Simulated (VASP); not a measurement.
Here is a VASP 6.6.1 calculation.

File INCAR:

```
PREC = Accurate ; ENCUT = 520
EDIFF = 1E-8 ; ISMEAR = 0
SIGMA = 0.01 ; LREAL = F
LASPH = T ; NELM = 60
ALGO = Normal ; ISIF = 2
LWAVE = F ; LCHARG = T
GGA = PE ; IVDW = 12
IBRION = 6 ; NFREE = 2
POTIM = 0.015 ; NSW = 1
```

File KPOINTS:

```
Automatic mesh
0
Gamma
  12 12 12
```

File POSCAR:

```
BN
1.0
    2.4658708621      0.0022627397     -0.2344671823
   -1.2237563480      2.1407829690      0.2344520596
   -0.9789534805     -0.8640657133      2.7800839901
B N
1 1
Direct
    0.9937508538      0.9927803235     -0.0020828227
    0.6543981462      0.3231036765      0.9888878227
```

Potentials or basis: VASP PAW PBE potentials, release 64 (B, N).

Command:

```sh
$ cat potpaw_PBE.64/B/POTCAR potpaw_PBE.64/N/POTCAR > POTCAR
$ mpirun -np 1 vasp_std > vasp.out
```

Problem. Estimate the highest phonon frequency at Γ, LO-TO splitting left out.

Solution. 1417 cm⁻¹.

Problem. Estimate the dispersion energy per atom.

Solution. -0.182 eV.

Phonon frequencies in cm⁻¹ (negative: imaginary):
```tsv
q point	frequencies
(0.000, 0.000, 0.000)	0 0 0 667 1417 1417
```

Caveat: the cell stands under pressure or tension, which shifts response properties.
